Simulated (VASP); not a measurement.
Here is a VASP 6.6.1 calculation.

The input INCAR:

```
ALGO = Normal ; EDIFF = 1E-6
ENCUT = 520 ; GGA = PS
ISIF = 2 ; ISMEAR = -1
ISPIN = 2 ; LASPH = True
LCHARG = True ; LELF = True
LMAXMIX = 4 ; LORBIT = 11
LREAL = False ; LVHAR = True
LWAVE = False ; MAGMOM = 1 3
NBANDS = 20 ; NELM = 150
PREC = Accurate ; SIGMA = 0.05
```

Contents of KPOINTS:

```
k-points
0
Gamma
  10 10 8
```

POSCAR

```
FeNi
1.0
    2.5497753233      0.0000000000      0.0000000000
    0.0000000000      2.5497753233      0.0000000000
    0.0000000000      0.0000000000      3.6057225456
Ni Fe
1 1
Direct
    0.5000000000      0.5000000000      0.5000000000
    0.0000000000      0.0000000000      0.0000000000
```

Potentials or basis: VASP PAW PBE potentials, release 64 (Ni, Fe).

Launch:

```sh
$ cat potpaw_PBE.64/Ni/POTCAR potpaw_PBE.64/Fe/POTCAR > POTCAR
$ mpirun -np 1 vasp_std > vasp.out
```

(1) Predict the pressure.

(2) What does it give for the net moment?

(3) What does it give for the site moments?

## Answers

(1) -14.3 GPa.

(2) 3.33 μB per cell.

(3) Ni +0.64; Fe +2.70 μB.

Caveat: the cell stands under tension; the PAW data sets were made with another functional, which shifts forces and pressure a little.
